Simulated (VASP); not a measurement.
A run of VASP 6.6.1 is set up as follows.

Contents of INCAR:

```
PREC = Accurate
ENCUT = 600
EDIFF = 1E-6
ISMEAR = -1
SIGMA = 0.05
LREAL = False
LASPH = True
NELM = 80
ALGO = Normal
ISIF = 3
LWAVE = False
LCHARG = False
GGA = PS
IBRION = 2
NSW = 100
EDIFFG = -0.002
```

The input KPOINTS:

```
regular mesh
0
Gamma
  18 18 18
```

File POSCAR:

```
Se
1.0
    1.9250000000      1.1113992682      0.8816666667
   -1.9250000000      1.1113992682      0.8816666667
    0.0000000000     -2.2227985364      0.8816666667
Se
1
Direct
    0.0000000000      0.0000000000      0.0000000000
```

Potentials or basis: VASP PAW PBE potentials, release 64 (Se).

Command:

```sh
$ cat potpaw_PBE.64/Se/POTCAR > POTCAR
$ mpirun -np 1 vasp_std > vasp.out
```

**Question.** Predict the relaxed cell.

**Answer.** a = 2.786 Å, b = 2.786 Å, c = 2.786 Å, α = 91.67°, β = 91.67°, γ = 91.67°.

**Question.** What does it give for the relaxed volume?

**Answer.** 21.59 Å³/atom.

**Question.** Predict the band gap on the k mesh.

**Answer.** Zero (bands 3 and 4 overlap by 6.07 eV).

**Question.** Predict the space group after relaxing (to 0.1 Å).

**Answer.** R-3m (No. 166).

Step by step:
| step | energy change (eV) | largest force (eV/Å) | pressure (GPa) | volume (Å³) |
| --- | --- | --- | --- | --- |
| 1 | 0.0000 | 0.0000 | 152.92 | 11.32 |
| 2 | -0.9432 | 0.0000 | -10.49 | 39.83 |
| 3 | -2.3496 | 0.0000 | -4.58 | 20.60 |
| 4 | -2.3630 | 0.0000 | -2.55 | 20.02 |
| 5 | -2.3683 | 0.0000 | 0.25 | 19.34 |
| 6 | -2.3680 | 0.0000 | -0.61 | 19.53 |
| 7 | -2.4110 | 0.0000 | -0.51 | 19.61 |
| 8 | -2.5639 | 0.0000 | 1.36 | 19.68 |
| 9 | -2.5924 | 0.0000 | 11.78 | 19.12 |
| 10 | -2.6043 | 0.0000 | 10.76 | 19.30 |
| 11 | -2.6338 | 0.0000 | 8.05 | 19.85 |
| 12 | -2.6663 | 0.0000 | 2.89 | 20.91 |
| 13 | -2.6682 | 0.0000 | 0.79 | 21.34 |
| 14 | -2.6685 | 0.0000 | 1.30 | 21.24 |
| 15 | -2.6685 | 0.0000 | 1.08 | 21.28 |
| 16 | -2.6690 | 0.0000 | 1.15 | 21.28 |
| 17 | -2.6704 | 0.0000 | 1.30 | 21.26 |
| 18 | -2.6718 | 0.0000 | 1.52 | 21.22 |
| 19 | -2.6702 | 0.0000 | 1.74 | 21.09 |
| 20 | -2.6720 | 0.0000 | 1.65 | 21.18 |
| 21 | -2.6739 | 0.0000 | 0.28 | 21.50 |
| 22 | -2.6739 | 0.0000 | 0.15 | 21.53 |
| 23 | -2.6739 | 0.0000 | 0.13 | 21.54 |
| 24 | -2.6740 | 0.0000 | 0.08 | 21.55 |
| 25 | -2.6741 | 0.0000 | -0.02 | 21.59 |
| 26 | -2.6741 | 0.0000 | 0.05 | 21.57 |
| 27 | -2.6741 | 0.0000 | 0.03 | 21.58 |
| 28 | -2.6741 | 0.0000 | 0.02 | 21.58 |
| 29 | -2.6741 | 0.0000 | 0.02 | 21.58 |
| 30 | -2.6741 | 0.0000 | -0.01 | 21.59 |

Caveat: the volume moved by over 15 % at a fixed basis, so the end points are rough; the PAW data sets were made with another functional, which shifts forces and pressure a little. Zero-point motion and thermal expansion aren't in these numbers.
